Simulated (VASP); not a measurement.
# SrO (Immm) in VASP: notebook

SrO is run at these levels: PBE; tasks: single point.

Everything below comes from runs of VASP 6.6.1. Logs are shortened: lines on timing, memory, paths and dates and some standing lists are left out, and cuts for length are marked.

## Step 1: The cell of the first run

Symmetry: Immm, No. 71, orthorhombic system. The conventional cell has a = 3.562 Å, b = 3.707 Å, c = 5.140 Å, α = 90.00°, β = 90.00°, γ = 90.00°. Sr (site symmetry mmm) has 6 O at 2.57 Å within 3.4 Å. Within 3.4 Å of O (site symmetry mmm) lie 6 Sr at 2.57 Å.

## Step 2: Single point, PBE (strain -0.0400 x Voigt [0, 0, 0, 0, 1, 0])

Contents of INCAR:

```
SYSTEM = SrO
ALGO = Normal ; EDIFF = 1E-6
ENCUT = 520 ; GGA = PE
ISIF = 2 ; ISMEAR = 0
LASPH = .TRUE. ; LCHARG = .TRUE.
LELF = .TRUE. ; LREAL = .FALSE.
LVHAR = .TRUE. ; LWAVE = .FALSE.
NBANDS = 15 ; NELM = 80
PREC = Accurate ; SIGMA = 0.05
```

Contents of KPOINTS:

```
k-points
0
G
  8 8 8
  0 0 0
```

Contents of POSCAR:

```
SrO
1.0
   -0.0513960000      2.5698000000      2.5698000000
    2.5184040000      0.0000000000      2.5184040000
    2.5698000000      2.5698000000     -0.0513960000
Sr O
1 1
Direct
    0.0000000000      0.0000000000      0.0000000000
    0.5000000000      0.5000000000      0.5000000000
```

Potentials or basis: VASP PAW PBE potentials, release 64 (Sr_sv, O).

Command:

```
cat potpaw_PBE.64/Sr_sv/POTCAR potpaw_PBE.64/O/POTCAR > POTCAR
mpirun -np 1 vasp_std > vasp.out
```

OUTCAR:

```text
SYSTEM = SrO
   EDIFF = 1E-6
   ENCUT = 520
   GGA = PE
   ISIF = 2
   ISMEAR = 0
   LASPH = .TRUE.
   LREAL = .FALSE.
   NELM = 80
   PREC = Accurate

 ion  position               nearest neighbor table
   1  0.000  0.000  0.000-   2 2.57   2 2.57   2 2.57   2 2.57   2 2.57   2 2.57
   2  0.500  0.500  0.500-   1 2.57   1 2.57   1 2.57   1 2.57   1 2.57   1 2.57

  LATTYP: Found a body centered orthorhombic cell.
 ALAT       =     3.5615610923
 B/A-ratio  =     1.0408163265
 C/A-ratio  =     1.4430750636

  Lattice vectors:

 A1 = (   2.5698000000,  -2.5698000000,  -0.0513960000)
 A2 = (  -2.5698000000,  -2.5698000000,   0.0513960000)
 A3 = (   0.0513960000,   2.5698000000,  -2.5698000000)

Analysis of symmetry for initial positions (statically):
=====================================================================
 Subroutine PRICEL returns:
 Original cell was already a primitive cell.

 Routine SETGRP: Setting up the symmetry group for a
 body centered orthorhombic supercell.

 Subroutine GETGRP returns: Found  8 space group operations
 (whereof  8 operations were pure point group operations)
 out of a pool of  8 trial point group operations.

The static configuration has the point symmetry D_2h.

Analysis of symmetry for dynamics (positions and initial velocities):
=====================================================================
 Subroutine PRICEL returns:
 Original cell was already a primitive cell.

 Routine SETGRP: Setting up the symmetry group for a
 body centered orthorhombic supercell.

 Subroutine GETGRP returns: Found  8 space group operations
 (whereof  8 operations were pure point group operations)
 out of a pool of  8 trial point group operations.

The dynamic configuration has the point symmetry D_2h.

 Subroutine INISYM returns: Found  8 space group operations
 (whereof  8 operations are pure point group operations),
 and found     1 'primitive' translations

----------------------------------------------------------------------------------------

                                     Primitive cell

  volume of cell :      33.9277

  direct lattice vectors                    reciprocal lattice vectors
    -0.051396000  2.569800000  2.569800000    -0.190752618  0.194567671  0.190752618
     2.518404000  0.000000000  2.518404000     0.198538439 -0.194567671  0.198538439
     2.569800000  2.569800000 -0.051396000     0.190752618  0.194567671 -0.190752618

  length of vectors
     3.634609419  3.561561092  3.634609419     0.332610435  0.341601526  0.332610435

  position of ions in fractional coordinates (direct lattice)
     0.000000000  0.000000000  0.000000000
     0.500000000  0.500000000  0.500000000

  ion indices of the primitive-cell ions
   primitive index   ion index
                 1           1
                 2           2

----------------------------------------------------------------------------------------

 KPOINTS: k-points

Automatic generation of k-mesh.
 Grid dimensions read from file:
 generate k-points for:    8    8    8

 Generating k-lattice:

  Cartesian coordinates                     Fractional coordinates (reciprocal lattice)
    -0.023844077  0.024320959  0.023844077     0.125000000  0.000000000  0.000000000
     0.024817305 -0.024320959  0.024817305     0.000000000  0.125000000  0.000000000
     0.023844077  0.024320959 -0.023844077     0.000000000  0.000000000  0.125000000

  Length of vectors
     0.041576304  0.042700191  0.041576304

  Shift w.r.t. Gamma in fractional coordinates (k-lattice)
     0.000000000  0.000000000  0.000000000

 Subroutine IBZKPT returns following result:
 ===========================================

 Found     95 irreducible k-points:

 Following reciprocal coordinates:
            Coordinates               Weight
  0.000000  0.000000  0.000000      1.000000
  0.125000  0.000000 -0.000000      4.000000
  0.250000  0.000000 -0.000000      4.000000
  0.375000  0.000000  0.000000      4.000000
  0.500000  0.000000 -0.000000      2.000000
  0.000000  0.125000 -0.000000      4.000000
[... 16 lines left out ...]
  0.125000  0.375000 -0.000000      8.000000
  0.250000  0.375000 -0.000000      8.000000
 [... further k-points ...]
   k-points           NKPTS =     95   k-points in BZ     NKDIM =     95   number of bands    NBANDS=     15
   number of dos      NEDOS =    301   number of ions     NIONS =      2
   total plane-waves  NPLWV =  21952
   dimension x,y,z NGX =    28 NGY =   28 NGZ =   28
   dimension x,y,z NGXF=    56 NGYF=   56 NGZF=   56
   ions per type =               1   1
   NGX,Y,Z   is equivalent  to a cutoff of  12.81, 13.07, 12.81 a.u.
   NGXF,Y,Z  is equivalent  to a cutoff of  25.61, 26.14, 25.61 a.u.
 SYSTEM =  SrO
   PREC   = accura    normal or accurate (medium, high low for compatibility)
   ISTART =      0    job   : 0-new  1-cont  2-samecut
   ICHARG =      2    charge: 1-file 2-atom 10-const
   ISPIN  =      1    spin polarized calculation?
   LNONCOLLINEAR =      F non collinear calculations
   LSORBIT =      F    spin-orbit coupling
   LASPH  =      T    aspherical Exc in radial PAW
   ENCUT  =  520.0 eV  38.22 Ry    6.18 a.u.   6.76  6.62  6.76*2*pi/ulx,y,z
   NELM   =     80;   NELMIN=  2; NELMDL= -5     # of ELM steps
   EDIFF  = 0.1E-05   stopping-criterion for ELM
   LREAL  =      F    real-space projection
   EDIFFG = 0.1E-04   stopping-criterion for IOM
   NSW    =      0    number of steps for IOM
   IBRION =     -1    ionic relax: 0-MD 1-quasi-New 2-CG
   NFREE  =      0    steps in history (QN), initial steepest desc. (CG)
   ISIF   =      2    stress and relaxation
   ISYM   =      2    0-nonsym 1-usesym 2-fastsym
   POTIM  = 0.5000    time-step for ionic-motion
   TEBEG  =    0.0;   TEEND  =   0.0 temperature during run
   PSTRESS=    0.0 pullay stress
   NELECT =      16.0000    total number of electrons
   NUPDOWN=      -1.0000    fix difference up-down
   EMIN   =  10.00;   EMAX   =-10.00  energy-range for DOS
   EFERMI =   0.00;   METHOD = LEGACY
   ISMEAR =     0;   SIGMA  =   0.05  broadening in eV -4-tet -1-fermi 0-gaus
   EFERMI_NEDOS =   21; number of points for ismear=-14 and -15
   IALGO  =     38    algorithm
   IMIX   =      4    mixing-type and parameters
     AMIX     =   0.40;   BMIX     =  1.00
     AMIX_MAG =   1.60;   BMIX_MAG =  1.00
  volume/ion in A,a.u.               =      16.96       114.48
  Fermi-wavevector in a.u.,A,eV,Ry     =   1.274276  2.408032 22.092850  1.623779
  Thomas-Fermi vector in A             =   2.407053
   LORBIT       =      0    0 simple, 1 ext, 2 COOP (PROOUT), +10 PAW based schemes
   GGA     = PE    functional components
   LHFCALC =     F    Hartree Fock is set to
   AEXX    =    0.0000 exact exchange contribution
   IVDW    =     0    specifies the selected vdW correction
   LEPSILON=     F    determine dielectric tensor
   LRPA    =     F    only Hartree local field effects (RPA)
 non-spin polarized calculation
 Gauss-broadening in eV      SIGMA  =   0.05
  energy-cutoff  :      520.00
  volume of cell :       33.93
 maximum number of plane-waves:       935
   NGX = 13   NGY = 13   NGZ = 13

 number of electron      15.9999998 magnetization

 Free energy of the ion-electron system (eV)
  ---------------------------------------------------
  ext. energy  EPLUGINS =         0.00000000
  ---------------------------------------------------
  free energy    TOTEN  =       -12.03083598 eV

  energy without entropy =      -12.03083598  energy(sigma->0) =      -12.03083598

 E-fermi :   1.9387     XC(G=0): -10.0359

 val. band max:        1.7232279827   @ k =   0.0000   0.0000   0.0000
 cond. band min:       4.9325610661   @ k =   0.5000   0.0000   0.5000
 fundamental gap:      3.2093330833
 Fermi energy:         1.9387171084

 k-point     1 :       0.0000    0.0000    0.0000
  band No.  band energies     occupation
      1     -30.7187      2.00000
      2     -13.4175      2.00000
      3     -12.3629      2.00000
      4     -12.3545      2.00000
      5     -12.3412      2.00000
      6       1.6371      2.00000
      7       1.6739      2.00000
      8       1.7232      2.00000
      9       5.6577      0.00000
     10       7.6413      0.00000
     11       7.8773      0.00000
     12       8.1382      0.00000
     13      10.0699      0.00000
     14      10.0722      0.00000
     15      14.4019      0.00000

 k-point     2 :       0.1250    0.0000   -0.0000
  band No.  band energies     occupation
      1     -30.6999      2.00000
      2     -13.7935      2.00000
      3     -12.3659      2.00000
      4     -12.3540      2.00000
      5     -12.0278      2.00000
      6       1.2004      2.00000
      7       1.4650      2.00000
      8       1.5410      2.00000
      9       6.3365      0.00000
     10       7.6217      0.00000
     11       8.0966      0.00000
     12       8.4318      0.00000
     13      10.4734      0.00000
     14      10.4768      0.00000
     15      15.3212      0.00000

 k-point     3 :       0.2500    0.0000   -0.0000
  band No.  band energies     occupation
      1     -30.6540      2.00000
      2     -14.3719      2.00000
      3     -12.3867      2.00000
      4     -12.3846      2.00000
      5     -11.5550      2.00000
      6       0.3826      2.00000
      7       1.0402      2.00000
      8       1.1463      2.00000
      9       7.5651      0.00000
     10       7.9171      0.00000
     11       8.8637      0.00000
     12       9.2244      0.00000
     13      11.4930      0.00000
     14      11.4936      0.00000
     15      17.1852      0.00000
[... 343 lines left out ...]
 k-point    23 :       0.1250    0.3750   -0.0000
  band No.  band energies     occupation
      1     -30.5966      2.00000
      2     -14.5895      2.00000
      3     -12.5043      2.00000
      4     -12.4725      2.00000
      5     -11.5095      2.00000
      6       0.0167      2.00000
      7       0.7568      2.00000
      8       0.9900      2.00000
      9       7.2358      0.00000
     10       8.8296      0.00000
     11      10.0753      0.00000
     12      10.5214      0.00000
     13      12.1109      0.00000
     14      12.6257      0.00000
     15      17.6077      0.00000

 k-point    24 :       0.2500    0.3750   -0.0000
  band No.  band energies     occupation
      1     -30.5850      2.00000
      2     -14.2873      2.00000
      3     -12.6113      2.00000
      4     -12.5877      2.00000
      5     -11.9407      2.00000
      6       0.3881      2.00000
      7       1.2465      2.00000
      8       1.3678      2.00000
      9       5.9359      0.00000
     10       8.6535      0.00000
     11      10.8128      0.00000
     12      11.1012      0.00000
     13      11.6643      0.00000
     14      12.5603      0.00000
     15      17.8588      0.00000

 [... further k-points ...]
[... 5 lines left out ...]
  --------------------------------------------------------------------------------------
  -------------------------------------------------------------------------------------
  Total        0.7485424      0.7249316      0.7485424      0.0000000      0.0000000      0.4588813
  in kB       35.3486442     34.2336645     35.3486442      0.0000000      0.0000000     21.6698893
  external PRESSURE =      34.9769843 kB  Pullay stress =       0.0000000 kB

 VOLUME and BASIS-vectors are now :
 -----------------------------------------------------------------------------
  energy-cutoff  :      520.00
  volume of cell :       33.93
      direct lattice vectors                 reciprocal lattice vectors
    -0.051396000  2.569800000  2.569800000    -0.190752618  0.194567671  0.190752618
     2.518404000  0.000000000  2.518404000     0.198538439 -0.194567671  0.198538439
     2.569800000  2.569800000 -0.051396000     0.190752618  0.194567671 -0.190752618

 POSITION                                       TOTAL-FORCE (eV/Angst)
 -----------------------------------------------------------------------------------
      0.00000      0.00000      0.00000        -0.000000     -0.000000     -0.000000
      2.51840      2.56980      2.51840         0.000000      0.000000      0.000000
 -----------------------------------------------------------------------------------
    total drift:                                0.000000      0.000000      0.000000

  FREE ENERGIE OF THE ION-ELECTRON SYSTEM (eV)
  ---------------------------------------------------
  free  energy   TOTEN  =       -12.0308359823 eV

  energy  without entropy=      -12.0308359823  energy(sigma->0) =      -12.03083598
```

Run time: 20 s. Hardware: 1 thread of Intel Xeon Platinum 8559C (Emerald Rapids), shared host; peak memory 0.19 GiB.

What came out:

```
Free energy            : -12.0308 eV
Pressure               : 3.5 GPa
Band gap on the k mesh : 3.21 eV, indirect (least direct gap 3.29 eV)
```

Caveat: the cell differs from its parent crystal (strain -0.0400 x Voigt [0, 0, 0, 0, 1, 0]).

## Step 3: Single point, PBE (strain +0.0300 x Voigt [0, 0, 0, 0, 1, 0])

Contents of INCAR:

```
ALGO     = Normal         # electronic algorithm
EDIFF    = 1E-6           # SCF threshold, eV
ENCUT    = 520            # plane-wave cutoff, eV
GGA      = PE             # functional
ISIF     = 2              # what is computed and relaxed
ISMEAR   = 0              # smearing method
LASPH    = True           # aspherical terms in the spheres
LCHARG   = True           # write CHGCAR
LELF     = True           # ELF
LREAL    = False          # projectors in reciprocal space
LVHAR    = True         
LWAVE    = False          # write WAVECAR
NBANDS   = 15             # bands
NELM     = 100            # most SCF steps
PREC     = Accurate       # precision mode
SIGMA    = 0.05           # smearing width, eV
```

Contents of KPOINTS:

```
k-points
0
Gamma
  8 8 8
```

Contents of POSCAR:

```
SrO
1.0
    0.0385470000      2.5698000000      2.5698000000
    2.6083470000      0.0000000000      2.6083470000
    2.5698000000      2.5698000000      0.0385470000
Sr O
1 1
Direct
    0.0000000000      0.0000000000      0.0000000000
    0.5000000000      0.5000000000      0.5000000000
```

Potentials or basis: VASP PAW PBE potentials, release 64 (Sr_sv, O).

Command:

```
cat potpaw_PBE.64/Sr_sv/POTCAR potpaw_PBE.64/O/POTCAR > POTCAR
mpirun -np 1 vasp_std > vasp.out
```

OUTCAR:

```text
EDIFF = 1E-6
   ENCUT = 520
   GGA = PE
   ISIF = 2
   ISMEAR = 0
   LASPH = True
   LREAL = False
   NELM = 100
   PREC = Accurate

 ion  position               nearest neighbor table
   1  0.000  0.000  0.000-   2 2.57   2 2.57   2 2.57   2 2.57   2 2.57   2 2.57
   2  0.500  0.500  0.500-   1 2.57   1 2.57   1 2.57   1 2.57   1 2.57   1 2.57

  LATTYP: Found a body centered orthorhombic cell.
 ALAT       =     3.5797323224
 B/A-ratio  =     1.0304568528
 C/A-ratio  =     1.4357498095

  Lattice vectors:

[... 610 lines left out ...]
     10       8.5785      0.00000
     11      10.7351      0.00000
     12      10.9558      0.00000
     13      11.6412      0.00000
     14      12.6666      0.00000
     15      17.5936      0.00000

 [... further k-points ...]
[... 5 lines left out ...]
  --------------------------------------------------------------------------------------
  -------------------------------------------------------------------------------------
  Total        0.7465026      0.7332487      0.7465026     -0.0000000      0.0000000     -0.3438496
  in kB       35.2461487     34.6203668     35.2461487     -0.0000000      0.0000000    -16.2348741
  external PRESSURE =      35.0375547 kB  Pullay stress =       0.0000000 kB

 VOLUME and BASIS-vectors are now :
 -----------------------------------------------------------------------------
  energy-cutoff  :      520.00
  volume of cell :       33.93
      direct lattice vectors                 reciprocal lattice vectors
     0.038547000  2.569800000  2.569800000    -0.197530630  0.194567671  0.197530630
     2.608347000  0.000000000  2.608347000     0.191692286 -0.194567671  0.191692286
     2.569800000  2.569800000  0.038547000     0.197530630  0.194567671 -0.197530630

 POSITION                                       TOTAL-FORCE (eV/Angst)
 -----------------------------------------------------------------------------------
      0.00000      0.00000      0.00000         0.000000      0.000000     -0.000000
      2.60835      2.56980      2.60835        -0.000000      0.000000      0.000000
 -----------------------------------------------------------------------------------
    total drift:                                0.000000      0.000000      0.000000

  FREE ENERGIE OF THE ION-ELECTRON SYSTEM (eV)
  ---------------------------------------------------
  free  energy   TOTEN  =       -12.0349904987 eV

  energy  without entropy=      -12.0349904987  energy(sigma->0) =      -12.03499050
```

stdout:

```text
POSCAR found type information on POSCAR SrO
 POSCAR found :  2 types and       2 ions
 scaLAPACK will be used
 LDA part: xc-table for (Slater+PW92), standard interpolation
 POSCAR, INCAR and KPOINTS ok, starting setup
 FFT: planning ... GRIDC
 FFT: planning ... GRID_SOFT
 FFT: planning ... GRID
 WAVECAR not read
 entering main loop
```

It took 21 s on 1 thread of Intel Xeon Platinum 8559C (Emerald Rapids), shared host; peak memory 0.18 GiB.

What came out:

```yaml
Free_energy: -12.0350 eV
Pressure: 3.5 GPa
Band_gap_on_the_k_mesh: 3.23 eV, indirect (least direct gap 3.31 eV)
```

Caveat: the cell differs from its parent crystal (strain +0.0300 x Voigt [0, 0, 0, 0, 1, 0]).

## Step 4: Single point, PBE (strain -0.0200 x Voigt [0, 0, 0, 0, 1, 0])

Contents of INCAR:

```
ALGO     = Normal         # electronic algorithm
EDIFF    = 1E-6           # SCF threshold, eV
ENCUT    = 520            # plane-wave cutoff, eV
GGA      = PE             # functional
ISIF     = 2              # what is computed and relaxed
ISMEAR   = 0              # smearing method
LASPH    = T              # aspherical terms in the spheres
LCHARG   = T              # write CHGCAR
LELF     = T              # ELF
LREAL    = F              # projectors in reciprocal space
LVHAR    = T            
LWAVE    = F              # write WAVECAR
NBANDS   = 15             # bands
NELM     = 60             # most SCF steps
PREC     = Accurate       # precision mode
SIGMA    = 0.05           # smearing width, eV
```

KPOINTS is that of step 3.

Contents of POSCAR:

```
SrO
1.0
   -0.0256980000      2.5698000000      2.5698000000
    2.5441020000      0.0000000000      2.5441020000
    2.5698000000      2.5698000000     -0.0256980000
Sr O
1 1
Direct
    0.0000000000      0.0000000000      0.0000000000
    0.5000000000      0.5000000000      0.5000000000
```

Command:

```
cat potpaw_PBE.64/Sr_sv/POTCAR potpaw_PBE.64/O/POTCAR > POTCAR
mpirun -np 1 vasp_std > vasp.out
```

Wall time 21 s (1 thread of Intel Xeon Platinum 8559C (Emerald Rapids), shared host); peak memory 0.19 GiB.

The run converged. Its results:

```yaml
Free_energy: -12.0380 eV
Pressure: 3.5 GPa
Band_gap_on_the_k_mesh: 3.24 eV, indirect (least direct gap 3.32 eV)
```

Stress tensor (GPa, compression positive):
```
3.52 0.00 1.08
0.00 3.49 0.00
1.08 0.00 3.52
```

Levels at points of the mesh, in eV from the valence-band top:
```csv
k point,band 5,band 6,band 7,band 8,band 9,band 10,band 11,band 12
"(0.00, 0.00, 0.00)",-14.04,-0.04,-0.02,0.00,3.97,6.07,6.19,6.32
"(0.50, 0.00, 0.00)",-12.83,-2.20,-1.17,-1.10,6.50,8.43,8.69,8.88
"(0.00, 0.50, 0.00)",-12.88,-2.20,-1.22,-1.16,6.55,8.46,8.78,8.98
"(0.50, 0.50, 0.00)",-14.41,-0.46,-0.11,-0.11,3.24,7.79,10.15,10.38
"(0.50, 0.00, 0.50)",-14.39,-0.45,-0.13,-0.08,3.24,7.79,10.16,10.37
```

Caveat: the cell differs from its parent crystal (strain -0.0200 x Voigt [0, 0, 0, 0, 1, 0]).

## Step 5: Overview

| cell | gap on the mesh (eV) | pressure (GPa) |
| --- | --- | --- |
| a = 3.635, b = 3.562 Å, angles 60.7, 61.3, 60.7°, 2 atoms | 3.21 | 3.5 |
| a = 3.634, b = 3.689 Å, angles 59.5, 59.0, 59.5°, 2 atoms | 3.23 | 3.5 |
| a = 3.634, b = 3.598 Å, angles 60.3, 60.7, 60.3°, 2 atoms | 3.24 | 3.5 |

Alike in all rows: task single point; level PBE; potentials or basis VASP PAW PBE potentials, release 64 (Sr_sv, O); no spin polarisation; k mesh 8 × 8 × 8; cutoff (eV) 520; smearing gaussian 0.05 eV.

Total energies depend on the potentials used, so only differences within one code and one set of settings carry meaning.
